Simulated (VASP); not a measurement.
Set up this calculation in VASP 6.6.1, as the native input.

| Item | Value |
| --- | --- |
| Task | single point |
| Functional | PBE |
| Potentials or basis | VASP PAW PBE potentials, release 64 (Zr_sv, Ti_sv, C) |
| Cutoff | 520 eV |
| k mesh | 8 × 8 × 8 |
| Occupations | gaussian, width 0.2 eV |
| Spin | no spin polarisation |
| Dipole correction | no |
| Further INCAR settings | ALGO = Normal; EDIFF = 1e-07; NBANDS = 51 |

The structure of Zr2Ti3C5 lies in POSCAR:

```
Zr2Ti3C5
1.0
   -1.5919014030      2.7572541106      0.0000000000
   -3.1838028060      0.0000000000      0.0000000000
   -1.5919014030      0.9190847035     12.9201309990
Zr Ti C
2 3 5
Direct
    0.7974181227      0.7974181227      0.6077456319
    0.2025818773      0.2025818773      0.3922543681
    0.6034695437      0.6034695437      0.1895913688
    1.0000000000      1.0000000000      0.0000000000
    0.3965304563      0.3965304563      0.8104086312
    0.3017293404      0.3017293404      0.0948119789
    0.6982706596      0.6982706596      0.9051880211
    0.0947867427      0.0947867427      0.7156397718
    0.5000000000      0.5000000000      0.5000000000
    0.9052132573      0.9052132573      0.2843602282
```

One way to write it, as run:

INCAR

```
SYSTEM = Zr2Ti3C5
  PREC = Accurate
  ENCUT = 520
  EDIFF = 1E-7
  ISMEAR = 0
  SIGMA = 0.2
  LREAL = .FALSE.
  LASPH = .TRUE.
  NELM = 80
  ALGO = Normal
  ISIF = 2
  LWAVE = .FALSE.
  LCHARG = .FALSE.
  GGA = PE
  NBANDS = 51
```

KPOINTS

```
regular mesh
0
G
  8 8 8
  0 0 0
```

Potentials or basis: VASP PAW PBE potentials, release 64 (Zr_sv, Ti_sv, C).

The run is started by

```sh
$ cat potpaw_PBE.64/Zr_sv/POTCAR potpaw_PBE.64/Ti_sv/POTCAR potpaw_PBE.64/C/POTCAR > POTCAR
$ mpirun -np 1 vasp_std > vasp.out
```

It gave:

```yaml
Pressure: 0.3 GPa
Largest_force: 0.022 eV/Å
Band_gap_on_the_k_mesh: zero (bands 40 and 41 overlap by 1.18 eV)
```

It took 17 min on 1 thread of AMD EPYC 7R13, with other jobs on the host, peak memory 0.39 GiB.
